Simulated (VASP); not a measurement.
# La (P6_3/mmc) in VASP: a series of runs, part 2 of 2

VASP 6.6.1.

### 3 Single point, r2SCAN (35.21 Å³/atom)

This run uses another cell than the first one, of 35.21 Å³/atom.

Contents of POSCAR:

```
La
1.0
    3.7199320629      0.0000000000      0.0000000000
   -1.8599660314      3.2215556669      0.0000000000
    0.0000000000      0.0000000000      5.8754199156
La
2
Direct
    0.3333333333      0.6666666667      0.2500000000
    0.6666666667      0.3333333333      0.7500000000
```

Contents of INCAR.step1:

```
ALGO = Normal
EDIFF = 1E-4
ENCUT = 520
GGA = PE
ISMEAR = -1
LASPH = T
LCHARG = F
LREAL = F
LWAVE = T
NBANDS = 18
NELM = 80
PREC = Accurate
SIGMA = 0.1
```

Contents of INCAR.step2:

```
ALGO = Normal
EDIFF = 1E-7
ENCUT = 520
ISIF = 2
ISMEAR = -1
ISTART = 1
LASPH = T
LCHARG = F
LMIXTAU = T
LREAL = F
LWAVE = F
METAGGA = R2SCAN
NBANDS = 18
NELM = 80
PREC = Accurate
SIGMA = 0.1
```

Contents of KPOINTS:

```
k-points
0
Gamma
  11 11 6
```

Potentials or basis: VASP PAW PBE potentials, release 64 (La).

Started as:

```
> cat potpaw_PBE.64/La/POTCAR > POTCAR
> cp INCAR.step1 INCAR
> mpirun -np 1 vasp_std > vasp.out
> cp INCAR.step2 INCAR
> mpirun -np 1 vasp_std > vasp.out
```

OUTCAR:

```text
EDIFF = 1E-7
   ENCUT = 520
   ISIF = 2
   ISMEAR = -1
   ISTART = 1
   LASPH = T
   LREAL = F
   METAGGA = R2SCAN
   NELM = 80
   PREC = Accurate

 ion  position               nearest neighbor table
   1  0.333  0.667  0.250-   2 3.64   2 3.64   2 3.64   2 3.64   2 3.64   2 3.64
   2  0.667  0.333  0.750-   1 3.64   1 3.64   1 3.64   1 3.64   1 3.64   1 3.64

  LATTYP: Found a hexagonal cell.
 ALAT       =     3.7199320629
 C/A-ratio  =     1.5794428006

  Lattice vectors:

[... 693 lines left out ...]
------------------------ aborting loop because EDIFF is reached ----------------------------------------

  FORCE on cell =-STRESS in cart. coord.  units (eV):
  Direction    XX          YY          ZZ          XY          YZ          ZX
  --------------------------------------------------------------------------------------
  -------------------------------------------------------------------------------------
  Total        0.9005562      0.9005562      0.9745589      0.0000000      0.0000000     -0.0000000
  in kB       20.4918820     20.4918820     22.1757904      0.0000000      0.0000000     -0.0000000
  external PRESSURE =      21.0531848 kB  Pullay stress =       0.0000000 kB

 VOLUME and BASIS-vectors are now :
 -----------------------------------------------------------------------------
  energy-cutoff  :      520.00
  volume of cell :       70.41
      direct lattice vectors                 reciprocal lattice vectors
     3.719932063  0.000000000  0.000000000     0.268822114  0.155204520  0.000000000
    -1.859966031  3.221555667  0.000000000     0.000000000  0.310409039  0.000000000
     0.000000000  0.000000000  5.875419916     0.000000000  0.000000000  0.170200601

 POSITION                                       TOTAL-FORCE (eV/Angst)
 -----------------------------------------------------------------------------------
     -0.00000      2.14770      1.46885        -0.000000      0.000000      0.000000
      1.85997      1.07385      4.40656         0.000000     -0.000000      0.000000
 -----------------------------------------------------------------------------------
    total drift:                               -0.000000      0.000000     -0.000000

  FREE ENERGIE OF THE ION-ELECTRON SYSTEM (eV)
  ---------------------------------------------------
  free  energy   TOTEN  =       -59.4476270721 eV

  energy  without entropy=      -59.3368098067  energy(sigma->0) =      -59.39221844
```

OUTCAR.step1:

```text
EDIFF = 1E-4
   ENCUT = 520
   GGA = PE
   ISMEAR = -1
   LASPH = T
   LREAL = F
[... 726 lines left out ...]
 -----------------------------------------------------------------------------------
     -0.00000      2.14770      1.46885         0.000000     -0.000000      0.000000
      1.85997      1.07385      4.40656        -0.000000      0.000000      0.000000
 -----------------------------------------------------------------------------------
    total drift:                               -0.000000      0.000000     -0.000000

  FREE ENERGIE OF THE ION-ELECTRON SYSTEM (eV)
  ---------------------------------------------------
  free  energy   TOTEN  =        -9.7379748130 eV

  energy  without entropy=       -9.6189372776  energy(sigma->0) =       -9.67845605
```

OSZICAR.step1:

```text
N       E                     dE             d eps       ncg     rms          rms(c)
DAV:   1     0.248323759911E+03    0.24832E+03   -0.80523E+03  2328   0.170E+03
DAV:   2     0.268421433157E+02   -0.22148E+03   -0.21820E+03  3248   0.307E+02
DAV:   3    -0.630849876166E+01   -0.33151E+02   -0.32138E+02  3832   0.135E+02
DAV:   4    -0.948056268407E+01   -0.31721E+01   -0.31325E+01  4586   0.363E+01
DAV:   5    -0.972161695701E+01   -0.24105E+00   -0.24017E+00  3720   0.981E+00    0.355E+00
DAV:   6    -0.974126692587E+01   -0.19650E-01   -0.45628E-01  4590   0.476E+00    0.184E+00
DAV:   7    -0.973446236611E+01    0.68046E-02   -0.52565E-02  3824   0.179E+00    0.517E-01
DAV:   8    -0.973801171785E+01   -0.35494E-02   -0.21076E-02  4536   0.116E+00    0.208E-01
DAV:   9    -0.973797481297E+01    0.36905E-04   -0.39109E-04  3696   0.143E-01
   1 F= -.97379748E+01 E0= -.96784560E+01  d E =-.119038E+00
```

It took 7.2 min on 1 thread of Intel Xeon Platinum 8488C (Sapphire Rapids), shared host; peak memory 0.24 GiB.

Results:

```yaml
Free_energy: -59.4476 eV
Pressure: 2.1 GPa
Band_gap_on_the_k_mesh: zero (bands 11 and 12 overlap by 1.82 eV)
```

Levels at points of the mesh, in eV from the Fermi level:
```tsv
k point	band 8	band 9	band 10	band 11	band 12	band 13	band 14	band 15
(0.00, 0.00, 0.00)	-16.33	-3.25	-1.93	1.38	1.44	1.44	1.87	1.97
(0.00, 0.00, 0.50)	-16.53	-1.81	-1.81	0.72	0.72	1.47	1.47	1.47
```

Caveat: the PAW data sets were made with another functional, which shifts forces and pressure a little; spin-orbit coupling is left out, which moves the levels of the heavy elements.

### 4 Single point, r2SCAN (36.74 Å³/atom)

This run uses another cell than the first one, of 36.74 Å³/atom.

Contents of POSCAR:

```
La
1.0
    3.7730811303      0.0000000000      0.0000000000
   -1.8865405651      3.2675841094      0.0000000000
    0.0000000000      0.0000000000      5.9593658274
La
2
Direct
    0.3333333333      0.6666666667      0.2500000000
    0.6666666667      0.3333333333      0.7500000000
```

Contents of INCAR.step1:

```
  PREC = Accurate
  ENCUT = 520
  ISMEAR = -1
  SIGMA = 0.1
  LREAL = F
  LASPH = T
  NELM = 100
  NBANDS = 18
  GGA = PE
  ALGO = Normal
  EDIFF = 1E-4
  LWAVE = T
  LCHARG = F
```

Contents of INCAR.step2:

```
  PREC = Accurate
  ENCUT = 520
  EDIFF = 1E-7
  ISMEAR = -1
  SIGMA = 0.1
  LREAL = F
  LASPH = T
  NELM = 100
  ALGO = Normal
  ISIF = 2
  LWAVE = F
  LCHARG = T
  METAGGA = R2SCAN
  LMIXTAU = T
  LELF = T
  LVHAR = T
  NBANDS = 18
  ISTART = 1
```

Contents of KPOINTS:

```
Automatic mesh
0
Gamma
  11 11 6
```

Started as:

```
> cat potpaw_PBE.64/La/POTCAR > POTCAR
> cp INCAR.step1 INCAR
> mpirun -np 1 vasp_std > vasp.out
> cp INCAR.step2 INCAR
> mpirun -np 1 vasp_std > vasp.out
```

Run time: 5.9 min. Hardware: 1 thread of Intel Xeon Platinum 8488C (Sapphire Rapids), shared host; peak memory 0.25 GiB.

Results (log left out):

```yaml
Free_energy: -59.4773 eV
Pressure: 1.0 GPa
Band_gap_on_the_k_mesh: zero (bands 11 and 12 overlap by 1.77 eV)
```

Levels at points of the mesh, in eV from the Fermi level:
| k point | band 9 | band 10 | band 11 | band 12 | band 13 | band 14 |
| --- | --- | --- | --- | --- | --- | --- |
| (0.00, 0.00, 0.00) | -3.30 | -1.87 | 1.38 | 1.42 | 1.42 | 1.83 |
| (0.00, 0.00, 0.50) | -1.87 | -1.87 | 0.68 | 0.68 | 1.46 | 1.46 |

Caveat: the PAW data sets were made with another functional, which shifts forces and pressure a little; spin-orbit coupling is left out, which moves the levels of the heavy elements.

### 5 Single point, r2SCAN (38.27 Å³/atom)

This run uses another cell than the first one, of 38.27 Å³/atom.

Contents of POSCAR:

```
La
1.0
    3.8247735967      0.0000000000      0.0000000000
   -1.9123867983      3.3123510984      0.0000000000
    0.0000000000      0.0000000000      6.0410111213
La
2
Direct
    0.3333333333      0.6666666667      0.2500000000
    0.6666666667      0.3333333333      0.7500000000
```

Contents of INCAR.step1:

```
SYSTEM = La
PREC = Accurate ; ENCUT = 520
ISMEAR = -1 ; SIGMA = 0.1
LREAL = .False. ; LASPH = .True.
NELM = 100 ; NBANDS = 18
GGA = PE ; ALGO = Normal
EDIFF = 1E-4 ; LWAVE = .True.
LCHARG = .False.
```

Contents of INCAR.step2:

```
SYSTEM = La
PREC = Accurate ; ENCUT = 520
EDIFF = 1E-6 ; ISMEAR = -1
SIGMA = 0.1 ; LREAL = .False.
LASPH = .True. ; NELM = 100
ALGO = Normal ; ISIF = 2
LWAVE = .False. ; LCHARG = .False.
METAGGA = R2SCAN ; LMIXTAU = .True.
NBANDS = 18 ; ISTART = 1
```

Contents of KPOINTS:

```
regular mesh
0
Gamma
  11 11 6
  0 0 0
```

Started as:

```
> cat potpaw_PBE.64/La/POTCAR > POTCAR
> cp INCAR.step1 INCAR
> mpirun -np 1 vasp_std > vasp.out
> cp INCAR.step2 INCAR
> mpirun -np 1 vasp_std > vasp.out
```

Run time: 6.2 min. Hardware: 1 thread of Intel Xeon Platinum 8488C (Sapphire Rapids), shared host; peak memory 0.25 GiB.

The run converged. Its results:

```
Free energy            : -59.4866 eV
Pressure               : 0.0 GPa
Band gap on the k mesh : zero (bands 11 and 12 overlap by 1.72 eV)
```

Stress tensor (GPa, compression positive):
```
 0.00  0.00  0.00
 0.00  0.00  0.00
 0.00  0.00 -0.08
```

Levels at points of the mesh, in eV from the Fermi level:
```tsv
k point	band 8	band 9	band 10	band 11	band 12	band 13	band 14	band 15
(0.00, 0.00, 0.00)	-16.62	-3.34	-1.81	1.37	1.41	1.41	1.78	1.87
(0.00, 0.00, 0.50)	-16.78	-1.93	-1.93	0.66	0.66	1.44	1.44	1.44
```

Caveat: the PAW data sets were made with another functional, which shifts forces and pressure a little; spin-orbit coupling is left out, which moves the levels of the heavy elements.

### 6 Single point, r2SCAN (39.80 Å³/atom)

This run uses another cell than the first one, of 39.80 Å³/atom.

Contents of POSCAR:

```
La
1.0
    3.8751053369      0.0000000000      0.0000000000
   -1.9375526684      3.3559396641      0.0000000000
    0.0000000000      0.0000000000      6.1205072261
La
2
Direct
    0.3333333333      0.6666666667      0.2500000000
    0.6666666667      0.3333333333      0.7500000000
```

Contents of INCAR.step1:

```
SYSTEM = La
PREC = Accurate
ENCUT = 520
ISMEAR = -1
SIGMA = 0.1
LREAL = .FALSE.
LASPH = .TRUE.
NELM = 100
NBANDS = 18
GGA = PE
ALGO = Normal
EDIFF = 1E-4
LWAVE = .TRUE.
LCHARG = .FALSE.
```

Contents of INCAR.step2:

```
SYSTEM = La
PREC = Accurate
ENCUT = 520
EDIFF = 1E-7
ISMEAR = -1
SIGMA = 0.1
LREAL = .FALSE.
LASPH = .TRUE.
NELM = 100
ALGO = Normal
ISIF = 2
LWAVE = .FALSE.
LCHARG = .FALSE.
METAGGA = R2SCAN
LMIXTAU = .TRUE.
NBANDS = 18
ISTART = 1
```

Contents of KPOINTS:

```
regular mesh
0
G
  11 11 6
  0 0 0
```

Potentials or basis: VASP PAW PBE potentials, release 64 (La).

Started as:

```
> cat potpaw_PBE.64/La/POTCAR > POTCAR
> cp INCAR.step1 INCAR
> mpirun -np 1 vasp_std > vasp.out
> cp INCAR.step2 INCAR
> mpirun -np 1 vasp_std > vasp.out
```

It took 7.4 min on 1 thread of Intel Xeon Platinum 8488C (Sapphire Rapids), shared host; peak memory 0.27 GiB.

It converged, with:

| Property | Result |
| --- | --- |
| Free energy | -59.4778 eV |
| Pressure | -0.9 GPa |
| Band gap on the k mesh | zero (bands 11 and 12 overlap by 1.66 eV) |

Stress tensor (GPa, compression positive):
```
-0.87  0.00  0.00
 0.00 -0.87  0.00
 0.00  0.00 -1.02
```

Levels at points of the mesh, in eV from the Fermi level:
| k point | band 7 | band 8 | band 9 | band 10 | band 11 | band 12 | band 13 | band 14 | band 15 | band 16 |
| --- | --- | --- | --- | --- | --- | --- | --- | --- | --- | --- |
| (0.00, 0.00, 0.00) | -16.81 | -16.75 | -3.36 | -1.75 | 1.35 | 1.39 | 1.39 | 1.73 | 1.77 | 1.82 |
| (0.00, 0.00, 0.50) | -16.90 | -16.90 | -1.98 | -1.98 | 0.64 | 0.64 | 1.42 | 1.42 | 1.42 | 1.42 |

Caveat: the PAW data sets were made with another functional, which shifts forces and pressure a little; spin-orbit coupling is left out, which moves the levels of the heavy elements.

### 7 Summary

```csv
cell,gap on the mesh (eV),pressure (GPa)
"a = 3.665, b = 3.665, c = 5.789 Å, angles 90.0, 90.0, 120.0°, 2 atoms",none,3.4
"a = 3.720, b = 3.720, c = 5.875 Å, angles 90.0, 90.0, 120.0°, 2 atoms",none,2.1
"a = 3.773, b = 3.773, c = 5.959 Å, angles 90.0, 90.0, 120.0°, 2 atoms",none,1.0
"a = 3.825, b = 3.825, c = 6.041 Å, angles 90.0, 90.0, 120.0°, 2 atoms",none,0.0
"a = 3.875, b = 3.875, c = 6.121 Å, angles 90.0, 90.0, 120.0°, 2 atoms",none,-0.9
```

Alike in all rows: task single point; level r2SCAN; potentials or basis VASP PAW PBE potentials, release 64 (La); no spin polarisation; k mesh 11 × 11 × 6; cutoff (eV) 520; smearing fermi-dirac 0.1 eV.

Caveats: the PAW data sets were made with another functional, which shifts forces and pressure a little; spin-orbit coupling is left out, which moves the levels of the heavy elements; the cell stands under pressure (at least some runs).

Absolute energies hang on the potentials; compare differences alone.
